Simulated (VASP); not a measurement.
Set up this calculation in VASP 6.6.1, as the native input.

| Property | Result |
| --- | --- |
| Task | single point |
| Functional | PBE |
| Potentials or basis | VASP PAW PBE potentials, release 64 (H) |
| Cutoff | 500 eV |
| k mesh | 8 × 8 × 22 |
| Occupations | methfessel-paxton, width 0.0014 eV |
| Spin | no spin polarisation |
| Dipole correction | no |
| Further INCAR settings | ALGO = Normal; EDIFF = 1e-06; NBANDS = 6 |

The structure of H lies in POSCAR:

```
H
1.0
    2.6496387389      0.0000000000      0.0000000000
    0.0000000000      2.6496387389      0.0000000000
    0.0000000000      0.0000000000      0.9804929200
H
1
Direct
    0.0000000000      0.0000000000      0.5000000000
```

These files were run (other wordings do the same):

INCAR

```
PREC = Accurate
ENCUT = 500
EDIFF = 1E-6
ISMEAR = 1
SIGMA = 0.0014
LREAL = F
LASPH = T
NELM = 120
ALGO = Normal
ISIF = 2
LWAVE = F
LCHARG = T
GGA = PE
LELF = T
LVHAR = T
NBANDS = 6
GGA_COMPAT = F
```

KPOINTS

```
regular mesh
0
Gamma
  8 8 22
```

Potentials or basis: VASP PAW PBE potentials, release 64 (H).

Command:

```console
$ cat potpaw_PBE.64/H/POTCAR > POTCAR
$ mpirun -np 1 vasp_std > vasp.out
```

Results of the run:

| Item | Value |
| --- | --- |
| Pressure | 1.4 GPa |

Run time: 2.8 s on 1 thread of Intel(R) Xeon(R) Platinum 8481C CPU @ 2.70GHz (Sapphire Rapids) (shared host), peak memory 0.1 GiB.
